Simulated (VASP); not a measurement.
A run of VASP 6.6.1:

Contents of INCAR:

```
  ALGO = Normal
  EDIFF = 1E-6
  EDIFFG = -0.01
  ENCUT = 600
  GGA = PE
  IBRION = 2
  ISIF = 8
  ISMEAR = 1
  LASPH = T
  LCHARG = F
  LREAL = F
  LWAVE = F
  NELM = 100
  NSW = 80
  PREC = Accurate
  SIGMA = 0.1
```

File KPOINTS:

```
k-points
0
Gamma
  13 13 13
```

POSCAR

```
LiTa
1.0
    3.4050000000      0.0000000000      0.0000000000
    0.0000000000      3.4050000000      0.0000000000
    0.0000000000      0.0000000000      3.4050000000
Ta Li
1 1
Direct
    0.0000000000      0.0000000000      0.0000000000
    0.5000000000      0.5000000000      0.5000000000
```

Potentials or basis: VASP PAW PBE potentials, release 64 (Ta_pv, Li_sv).

The run is started by

```sh
$ cat potpaw_PBE.64/Ta_pv/POTCAR potpaw_PBE.64/Li_sv/POTCAR > POTCAR
$ mpirun -np 1 vasp_std > vasp.out
```

Hardware: 1 thread of Intel Xeon 8259CL, on a shared host.

Estimate the wall time of this run.

Wall time 2.1 min on 1 thread of Intel Xeon 8259CL, on a shared host, peak memory 0.2 GiB. Counts: scf iterations 28, k points 84, ion steps 3.
